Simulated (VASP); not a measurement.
A run of VASP 6.6.1 is set up as follows.

Contents of POSCAR:

```
Li
1.0
   -1.7428734707      1.7428734707      1.7428734707
    1.7428734707     -1.7428734707      1.7428734707
    1.7428734707      1.7428734707     -1.7428734707
Li
1
Direct
    0.0000000000      0.0000000000      0.0000000000
```

INCAR.step1

```
SYSTEM = Li
PREC = Accurate ; ENCUT = 520
EDIFF = 1E-5 ; ISMEAR = -1
SIGMA = 0.05 ; LREAL = .False.
LASPH = .True. ; NELM = 80
ALGO = Normal ; ISIF = 2
LWAVE = .True. ; LCHARG = .False.
GGA = PE ; NBANDS = 8
```

Contents of INCAR.step2:

```
SYSTEM = Li
PREC = Accurate ; ENCUT = 520
EDIFF = 1E-7 ; ISMEAR = -1
SIGMA = 0.05 ; LREAL = .False.
LASPH = .True. ; NELM = 80
ALGO = Normal ; ISIF = 2
LWAVE = .False. ; LCHARG = .False.
GGA = PS ; LHFCALC = .True.
AEXX = 0.25 ; PRECFOCK = Normal
ISTART = 1 ; NBANDS = 8
```

Contents of KPOINTS:

```
Automatic mesh
0
Gamma
  6 6 6
  0 0 0
```

Potentials or basis: VASP PAW PBE potentials, release 64 (Li_sv).

Run with:

```console
$ cat potpaw_PBE.64/Li_sv/POTCAR > POTCAR
$ cp INCAR.step1 INCAR
$ mpirun -np 1 vasp_std > vasp.out
$ cp INCAR.step2 INCAR
$ mpirun -np 1 vasp_std > vasp.out
```

(1) What does it give for the band gap on the k mesh?

Answers

(1) zero (an odd number of electrons rules out a gap without spin polarisation).
